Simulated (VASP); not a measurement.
# ScF3 (Pm-3m) in VASP: notebook

Runs on ScF3. Level: LDA. Tasks: single point.

Program: VASP 6.6.1. These are calculated values, not measurements. Logs are shortened: lines on timing, memory, paths and dates and some standing lists are left out, and cuts for length are marked.

### 1 The cell of the first run

Symmetry: Pm-3m, No. 221, cubic system. The conventional cell has a = 4.012 Å, b = 4.012 Å, c = 4.012 Å, α = 90.00°, β = 90.00°, γ = 90.00°. Within 2.7 Å of Sc (site symmetry m-3m) lie 6 F at 2.01 Å. F (site symmetry 4/mmm) has 2 Sc at 2.01 Å within 2.7 Å.

### 2 Single point, LDA

The input, INCAR:

```
SYSTEM = ScF3
  PREC = Accurate
  ENCUT = 520
  EDIFF = 1E-7
  ISMEAR = 0
  SIGMA = 0.01
  LREAL = .FALSE.
  LASPH = .TRUE.
  NELM = 60
  ALGO = Normal
  ISIF = 2
  LWAVE = .FALSE.
  LCHARG = .FALSE.
  GGA = CA
  NBANDS = 24
```

The input, KPOINTS:

```
Automatic mesh
0
G
  4 4 4
  0 0 0
```

The input, POSCAR:

```
ScF3
1.0
    4.0125000000      0.0000000000      0.0000000000
    0.0000000000      4.0125000000      0.0000000000
    0.0000000000      0.0000000000      4.0125000000
Sc F
1 3
Direct
    0.0000000000      0.0000000000      0.0000000000
    0.5000000000      0.0000000000      0.0000000000
    0.0000000000      0.5000000000      0.0000000000
    0.0000000000      0.0000000000      0.5000000000
```

Potentials or basis: VASP PAW LDA potentials, release 64 (Sc_sv, F).

The run is started by

```
$ cat potpaw_LDA.64/Sc_sv/POTCAR potpaw_LDA.64/F/POTCAR > POTCAR
$ mpirun -np 1 vasp_std > vasp.out
```

OUTCAR:

```text
SYSTEM = ScF3
   PREC = Accurate
   ENCUT = 520
   EDIFF = 1E-7
   ISMEAR = 0
   LREAL = .FALSE.
   LASPH = .TRUE.
   NELM = 60
   ISIF = 2
   GGA = CA

 ion  position               nearest neighbor table
   1  0.000  0.000  0.000-   2 2.01   3 2.01   4 2.01   4 2.01   3 2.01   2 2.01
   2  0.500  0.000  0.000-   1 2.01   1 2.01
   3  0.000  0.500  0.000-   1 2.01   1 2.01
   4  0.000  0.000  0.500-   1 2.01   1 2.01

  LATTYP: Found a simple cubic cell.
 ALAT       =     4.0125000000

  Lattice vectors:

 A1 = (   4.0125000000,   0.0000000000,   0.0000000000)
 A2 = (   0.0000000000,   4.0125000000,   0.0000000000)
 A3 = (   0.0000000000,   0.0000000000,   4.0125000000)

Analysis of symmetry for initial positions (statically):
=====================================================================
 Subroutine PRICEL returns:
 Original cell was already a primitive cell.

 Routine SETGRP: Setting up the symmetry group for a
 simple cubic supercell.

 Subroutine GETGRP returns: Found 48 space group operations
 (whereof 48 operations were pure point group operations)
 out of a pool of 48 trial point group operations.

The static configuration has the point symmetry O_h .

Analysis of symmetry for dynamics (positions and initial velocities):
=====================================================================
 Subroutine PRICEL returns:
 Original cell was already a primitive cell.

 Routine SETGRP: Setting up the symmetry group for a
 simple cubic supercell.

 Subroutine GETGRP returns: Found 48 space group operations
 (whereof 48 operations were pure point group operations)
 out of a pool of 48 trial point group operations.

The dynamic configuration has the point symmetry O_h .

 Subroutine INISYM returns: Found 48 space group operations
 (whereof 48 operations are pure point group operations),
 and found     1 'primitive' translations

----------------------------------------------------------------------------------------

                                     Primitive cell

  volume of cell :      64.6019

  direct lattice vectors                    reciprocal lattice vectors
     4.012500000  0.000000000  0.000000000     0.249221184  0.000000000  0.000000000
     0.000000000  4.012500000  0.000000000     0.000000000  0.249221184  0.000000000
     0.000000000  0.000000000  4.012500000     0.000000000  0.000000000  0.249221184

  length of vectors
     4.012500000  4.012500000  4.012500000     0.249221184  0.249221184  0.249221184

  position of ions in fractional coordinates (direct lattice)
     0.000000000  0.000000000  0.000000000
     0.500000000  0.000000000  0.000000000
     0.000000000  0.500000000  0.000000000
     0.000000000  0.000000000  0.500000000

  ion indices of the primitive-cell ions
   primitive index   ion index
                 1           1
                 2           2
                 3           3
                 4           4

----------------------------------------------------------------------------------------

 KPOINTS: Automatic mesh

Automatic generation of k-mesh.
 Grid dimensions read from file:
 generate k-points for:    4    4    4

 Generating k-lattice:

  Cartesian coordinates                     Fractional coordinates (reciprocal lattice)
     0.062305296  0.000000000  0.000000000     0.250000000  0.000000000  0.000000000
     0.000000000  0.062305296  0.000000000     0.000000000  0.250000000  0.000000000
     0.000000000  0.000000000  0.062305296     0.000000000  0.000000000  0.250000000

  Length of vectors
     0.062305296  0.062305296  0.062305296

  Shift w.r.t. Gamma in fractional coordinates (k-lattice)
     0.000000000  0.000000000  0.000000000

 Subroutine IBZKPT returns following result:
 ===========================================

 Found     10 irreducible k-points:

 Following reciprocal coordinates:
            Coordinates               Weight
  0.000000  0.000000  0.000000      1.000000
  0.250000  0.000000  0.000000      6.000000
  0.500000  0.000000  0.000000      3.000000
  0.250000  0.250000  0.000000     12.000000
  0.500000  0.250000  0.000000     12.000000
  0.500000  0.500000  0.000000      3.000000
  0.250000  0.250000  0.250000      8.000000
  0.500000  0.250000  0.250000     12.000000
  0.500000  0.500000  0.250000      6.000000
  0.500000  0.500000  0.500000      1.000000
   k-points           NKPTS =     10   k-points in BZ     NKDIM =     10   number of bands    NBANDS=     24
   number of dos      NEDOS =    301   number of ions     NIONS =      4
   total plane-waves  NPLWV =  27000
   dimension x,y,z NGX =    30 NGY =   30 NGZ =   30
   dimension x,y,z NGXF=    60 NGYF=   60 NGZF=   60
   ions per type =               1   3
   NGX,Y,Z   is equivalent  to a cutoff of  12.43, 12.43, 12.43 a.u.
   NGXF,Y,Z  is equivalent  to a cutoff of  24.86, 24.86, 24.86 a.u.
 SYSTEM =  ScF3
   PREC   = accura    normal or accurate (medium, high low for compatibility)
   ISTART =      0    job   : 0-new  1-cont  2-samecut
   ICHARG =      2    charge: 1-file 2-atom 10-const
   ISPIN  =      1    spin polarized calculation?
   LNONCOLLINEAR =      F non collinear calculations
   LSORBIT =      F    spin-orbit coupling
   LASPH  =      T    aspherical Exc in radial PAW
   ENCUT  =  520.0 eV  38.22 Ry    6.18 a.u.   7.46  7.46  7.46*2*pi/ulx,y,z
   NELM   =     60;   NELMIN=  2; NELMDL= -5     # of ELM steps
   EDIFF  = 0.1E-06   stopping-criterion for ELM
   LREAL  =      F    real-space projection
   EDIFFG = 0.1E-05   stopping-criterion for IOM
   NSW    =      0    number of steps for IOM
   IBRION =     -1    ionic relax: 0-MD 1-quasi-New 2-CG
   NFREE  =      0    steps in history (QN), initial steepest desc. (CG)
   ISIF   =      2    stress and relaxation
   ISYM   =      2    0-nonsym 1-usesym 2-fastsym
   POTIM  = 0.5000    time-step for ionic-motion
   TEBEG  =    0.0;   TEEND  =   0.0 temperature during run
   PSTRESS=    0.0 pullay stress
   NELECT =      32.0000    total number of electrons
   NUPDOWN=      -1.0000    fix difference up-down
   EMIN   =  10.00;   EMAX   =-10.00  energy-range for DOS
   EFERMI =   0.00;   METHOD = LEGACY
   ISMEAR =     0;   SIGMA  =   0.01  broadening in eV -4-tet -1-fermi 0-gaus
   EFERMI_NEDOS =   21; number of points for ismear=-14 and -15
   IALGO  =     38    algorithm
   IMIX   =      4    mixing-type and parameters
     AMIX     =   0.40;   BMIX     =  1.00
     AMIX_MAG =   1.60;   BMIX_MAG =  1.00
  volume/ion in A,a.u.               =      16.15       108.99
  Fermi-wavevector in a.u.,A,eV,Ry     =   1.295318  2.447796 22.828522  1.677849
  Thomas-Fermi vector in A             =   2.426845
   LORBIT       =      0    0 simple, 1 ext, 2 COOP (PROOUT), +10 PAW based schemes
   GGA     = CA    functional components
   LHFCALC =     F    Hartree Fock is set to
   AEXX    =    0.0000 exact exchange contribution
   IVDW    =     0    specifies the selected vdW correction
   LEPSILON=     F    determine dielectric tensor
   LRPA    =     F    only Hartree local field effects (RPA)
 non-spin polarized calculation
 Gauss-broadening in eV      SIGMA  =   0.01
  energy-cutoff  :      520.00
  volume of cell :       64.60
 maximum number of plane-waves:      1763
 NGX is ok and might be reduce to    30
   NGX = 15   NGY = 15   NGZ = 15

 number of electron      31.9999963 magnetization

 Free energy of the ion-electron system (eV)
  ---------------------------------------------------
  ext. energy  EPLUGINS =         0.00000000
  ---------------------------------------------------
  free energy    TOTEN  =       -29.57779309 eV

  energy without entropy =      -29.57779309  energy(sigma->0) =      -29.57779309

 E-fermi :  -3.7263     XC(G=0):  -8.8729

 val. band max:       -3.8605456005   @ k =   0.5000   0.5000   0.5000
 cond. band min:       2.3217670661   @ k =   0.0000   0.0000   0.0000
 fundamental gap:      6.1823126667
 Fermi energy:        -3.7262573762

 k-point     1 :       0.0000    0.0000    0.0000
  band No.  band energies     occupation
      1     -49.1419      2.00000
      2     -28.1799      2.00000
      3     -28.1799      2.00000
      4     -28.1799      2.00000
      5     -23.5200      2.00000
      6     -23.2378      2.00000
[... 16 lines left out ...]
     23      11.9973      0.00000
     24      11.9973      0.00000

 k-point     2 :       0.2500    0.0000    0.0000
  band No.  band energies     occupation
      1     -49.1393      2.00000
      2     -28.4117      2.00000
      3     -28.1777      2.00000
      4     -28.1777      2.00000
      5     -23.4390      2.00000
      6     -23.2346      2.00000
[... 16 lines left out ...]
     23       9.5428      0.00000
     24      12.5504      0.00000

 k-point     3 :       0.5000    0.0000    0.0000
  band No.  band energies     occupation
      1     -49.1367      2.00000
      2     -28.6151      2.00000
      3     -28.1753      2.00000
      4     -28.1753      2.00000
      5     -23.4193      2.00000
      6     -23.2321      2.00000
[... 16 lines left out ...]
     23       7.6318      0.00000
     24      13.2208      0.00000

 k-point     4 :       0.2500    0.2500    0.0000
  band No.  band energies     occupation
      1     -49.1367      2.00000
      2     -28.4106      2.00000
      3     -28.4075      2.00000
      4     -28.1753      2.00000
      5     -23.3466      2.00000
      6     -22.8946      2.00000
[... 16 lines left out ...]
     23       9.8375      0.00000
     24      10.2592      0.00000

 k-point     5 :       0.5000    0.2500    0.0000
  band No.  band energies     occupation
      1     -49.1341      2.00000
      2     -28.6122      2.00000
      3     -28.4064      2.00000
      4     -28.1730      2.00000
      5     -23.3319      2.00000
      6     -22.8548      2.00000
[... 16 lines left out ...]
     23       8.0268      0.00000
     24      10.9808      0.00000

 k-point     6 :       0.5000    0.5000    0.0000
  band No.  band energies     occupation
      1     -49.1315      2.00000
      2     -28.6093      2.00000
      3     -28.6093      2.00000
      4     -28.1707      2.00000
      5     -23.3196      2.00000
      6     -22.4160      2.00000
[... 16 lines left out ...]
     23       8.7577      0.00000
     24       8.7577      0.00000

 k-point     7 :       0.2500    0.2500    0.2500
  band No.  band energies     occupation
      1     -49.1341      2.00000
      2     -28.4094      2.00000
      3     -28.4049      2.00000
      4     -28.4049      2.00000
      5     -22.9599      2.00000
      6     -22.8167      2.00000
[... 16 lines left out ...]
     23      10.4013      0.00000
     24      10.4014      0.00000

 k-point     8 :       0.5000    0.2500    0.2500
  band No.  band energies     occupation
      1     -49.1315      2.00000
      2     -28.6093      2.00000
      3     -28.4052      2.00000
      4     -28.4022      2.00000
      5     -22.9095      2.00000
      6     -22.8139      2.00000
[... 16 lines left out ...]
     23       8.4773      0.00000
     24      10.6818      0.00000

 k-point     9 :       0.5000    0.5000    0.2500
  band No.  band energies     occupation
      1     -49.1290      2.00000
      2     -28.6064      2.00000
      3     -28.6064      2.00000
      4     -28.4011      2.00000
      5     -22.8591      2.00000
      6     -22.4135      2.00000
[... 16 lines left out ...]
     23       9.3522      0.00000
     24       9.3522      0.00000

 k-point    10 :       0.5000    0.5000    0.5000
  band No.  band energies     occupation
      1     -49.1264      2.00000
      2     -28.6035      2.00000
      3     -28.6035      2.00000
      4     -28.6035      2.00000
      5     -22.4108      2.00000
      6     -22.4108      2.00000
[... 16 lines left out ...]
     23      11.0643      0.00000
     24      11.0643      0.00000

------------------------ aborting loop because EDIFF is reached ----------------------------------------

  FORCE on cell =-STRESS in cart. coord.  units (eV):
  Direction    XX          YY          ZZ          XY          YZ          ZX
  --------------------------------------------------------------------------------------
  -------------------------------------------------------------------------------------
  Total       -0.9291336     -0.9291336     -0.9291336      0.0000000      0.0000000     -0.0000000
  in kB      -23.0432443    -23.0432443    -23.0432443      0.0000000      0.0000000     -0.0000000
  external PRESSURE =     -23.0432443 kB  Pullay stress =       0.0000000 kB

 VOLUME and BASIS-vectors are now :
 -----------------------------------------------------------------------------
  energy-cutoff  :      520.00
  volume of cell :       64.60
      direct lattice vectors                 reciprocal lattice vectors
     4.012500000  0.000000000  0.000000000     0.249221184  0.000000000  0.000000000
     0.000000000  4.012500000  0.000000000     0.000000000  0.249221184  0.000000000
     0.000000000  0.000000000  4.012500000     0.000000000  0.000000000  0.249221184

 POSITION                                       TOTAL-FORCE (eV/Angst)
 -----------------------------------------------------------------------------------
      0.00000      0.00000      0.00000         0.000000      0.000000      0.000000
      2.00625      0.00000      0.00000         0.000000      0.000000      0.000000
      0.00000      2.00625      0.00000         0.000000      0.000000      0.000000
      0.00000      0.00000      2.00625         0.000000      0.000000      0.000000
 -----------------------------------------------------------------------------------
    total drift:                                0.000000      0.000000      0.000000

  FREE ENERGIE OF THE ION-ELECTRON SYSTEM (eV)
  ---------------------------------------------------
  free  energy   TOTEN  =       -29.5777930925 eV

  energy  without entropy=      -29.5777930925  energy(sigma->0) =      -29.57779309
```

Wall time 16 s (1 thread of AMD EPYC 7R13 (Zen 3), shared host); peak memory 0.12 GiB.

What came out:

```yaml
Free_energy: -29.5778 eV
Pressure: -2.3 GPa
Band_gap_on_the_k_mesh: 6.18 eV, indirect (least direct gap 6.71 eV)
```

A k mesh can miss the band edges. Expect the measured gap to be larger: semilocal functionals such as LDA lack the derivative discontinuity.

(Continued in part 2 of 2.)
